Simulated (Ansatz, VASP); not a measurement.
CaO: VASP beside Ansatz

Contents of INCAR:

```
PREC = Accurate
ENCUT = 520
EDIFF = 1E-6
ISMEAR = 0
SIGMA = 0.01
LREAL = F
LASPH = T
NELM = 60
ALGO = Normal
ISIF = 2
LWAVE = F
LCHARG = T
GGA = PE
LELF = T
LVHAR = T
NBANDS = 24
```

Contents of KPOINTS:

```
regular mesh
0
Gamma
  12 12 4
```

File POSCAR:

```
CaO
1.0
    3.3199366349      0.0000000000      0.0000000000
   -1.6599683174      2.8751494647      0.0000000000
    0.0000000000      0.0000000000      5.8143085363
Ca O
2 2
Direct
    0.0000000000      0.0000000000      0.0000000000
    0.0000000000      0.0000000000      0.5000000000
    0.3333333333      0.6666666667      0.2500000000
    0.6666666667      0.3333333333      0.7500000000
```

Input for Ansatz:

```yaml
crystal:
  lattice:
    - [3.3199366349, 0.0, 0.0]
    - [-1.6599683174, 2.8751494647, 0.0]
    - [0.0, 0.0, 5.8143085363]
  atoms:
    - { symbol: Ca, position: [0.0, 0.0, 0.0] }
    - { symbol: Ca, position: [0.0, 0.0, 0.5] }
    - { symbol: O, position: [0.3333333333, 0.6666666667, 0.25] }
    - { symbol: O, position: [0.6666666667, 0.3333333333, 0.75] }
kpoints:
  mp_grid: { grid: [12, 12, 4] }
hamiltonian:
  xc: pbe
scf:
  occupations: { method: fixed }
output:
  optics:
    e_range: [0, 18]
    de: 0.05
    sigma: 0.1
    bands: auto
    scissors: 1.715
  write_density: true
  write_potential: true
  elf: true
  volumetric_format: npy
```

Alike in both runs: task single point; functional PBE; k mesh 12 × 12 × 4; no spin polarisation.

|  | VASP | Ansatz |
| --- | --- | --- |
| version | VASP 6.6.1 | Ansatz 0.2.0 |
| potentials or method | VASP PAW PBE potentials, release 64 (Ca_sv, O) | plane waves, PAW |
| plane-wave cutoff (eV) | 520 | 420 |
| occupations | gaussian, width 0.01 eV | fixed |
| valence electrons in the cell | 32 | 32 |

Ansatz gave:

- gap on the k mesh at the Fermi level (eV): 3.85

Problem. Which values does VASP return?

Solution. gap on the k mesh at the Fermi level (eV): 3.83.
